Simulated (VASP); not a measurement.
Crystal: Hf2B5.

```
Hf B
1.0
     3.85622    0.00000    0.00000
    -1.92811    3.33958    0.00000
     0.00000    0.00000    5.30193
Hf B
2 5
Direct
  0.33333 0.66667 0.36439
  0.66667 0.33333 0.63561
  0.50000 0.00000 0.00000
  0.00000 0.50000 0.00000
  0.50000 0.50000 0.00000
  0.00000 0.00000 0.50000
  0.00000 0.00000 0.00000
```

The cell was built from a structure type or drawn by symmetry, and may not be a known phase.

```yaml
Program: VASP 6.6.1
Task: relaxation of cell and atoms
Functional: PBE
Potentials_or_basis: VASP PAW PBE potentials, release 64 (Hf_pv, B)
Cutoff: 600 eV
k_mesh: 6 × 6 × 4
Occupations: gaussian, width 0.1 eV
Spin: no spin polarisation
```

At the start: pressure 31.9 GPa; volume 9.75 Å³/atom.

Task: Where does the relaxation end?

Result: Over 10 steps the energy falls by 837.5 meV/atom and the volume is 11.00 Å³/atom (+12.8 %); space group P-3m1 (No. 164, to 0.1 Å) before and after.

Step by step:
| step | energy change (eV) | largest force (eV/Å) | pressure (GPa) | volume (Å³) |
| --- | --- | --- | --- | --- |
| 1 | 0.0000 | 1.3321 | 31.93 | 68.28 |
| 2 | -2.6100 | 2.4609 | -15.98 | 88.83 |
| 3 | -2.6187 | 2.5102 | -14.60 | 87.77 |
| 4 | -5.2497 | 0.1566 | -16.91 | 87.10 |
| 5 | -5.3045 | 0.0376 | -16.66 | 86.92 |
| 6 | -5.6149 | 0.5138 | 14.86 | 71.83 |
| 7 | -5.8570 | 0.2897 | -0.12 | 77.36 |
| 8 | -5.8569 | 0.2952 | 0.26 | 77.17 |
| 9 | -5.8620 | 0.0659 | 0.36 | 77.06 |
| 10 | -5.8623 | 0.0042 | 0.40 | 77.03 |

Final structure:
```
Hf B
1.0
     3.55307    0.00000    0.00000
    -1.77653    3.07705    0.00000
     0.00000    0.00000    7.04611
Hf B
2 5
Direct
  0.33333 0.66667 0.32351
  0.66667 0.33333 0.67649
  0.50000 0.00000 0.00000
  0.00000 0.50000 0.00000
  0.50000 0.50000 0.00000
  0.00000 0.00000 0.50000
  0.00000 0.00000 0.00000
```

Caveat: a cell axis changed by over 15 % at a fixed basis, so the end point is rough.
